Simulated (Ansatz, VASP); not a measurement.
**CoAu in VASP and in Ansatz**

```
Co Au
1.0
     0.00000    2.81838    2.81838
     2.81838    0.00000    2.81838
     2.81838    2.81838    0.00000
Co Au
1 1
Direct
  0.00000 0.00000 0.00000
  0.75000 0.75000 0.75000
```

Alike in both runs: functional PBE; k mesh 6 × 6 × 6; occupations gaussian, width 0.1 eV; collinear spin.

Ansatz relaxed the structure, and its values are those at the end. VASP's run is a single point on that final structure, the one shown.

|  | VASP | Ansatz |
| --- | --- | --- |
| version | VASP 6.6.1 | Ansatz 0.2.0 |
| potentials or method | VASP PAW PBE potentials, release 64 (Co, Au), cutoff 520 eV | scalar-relativistic, plane waves, PAW |
| valence electrons in the cell | 20 | 36 |

VASP gave:

* gap on the k mesh at the Fermi level (eV): none
* pressure (GPa): -0.2
* net moment per atom (μB): 1.10
* size of the moment on the site where the two differ most (μB): 0.20

Problem. Which values does Ansatz return?

Solution. gap on the k mesh at the Fermi level (eV): none; pressure (GPa): 0.1; net moment per atom (μB): 1.12; size of the moment on the site where the two differ most (μB): 0.23.

Site moments also hang on the region over which each program counts them. A gap of «none» marks a metal or a gap that the smearing closes. VASP's potentials hold 20 valence electrons a cell and Ansatz's 36, so a difference there can come from the potentials and not from the codes.

Neither program's run includes spin-orbit coupling.
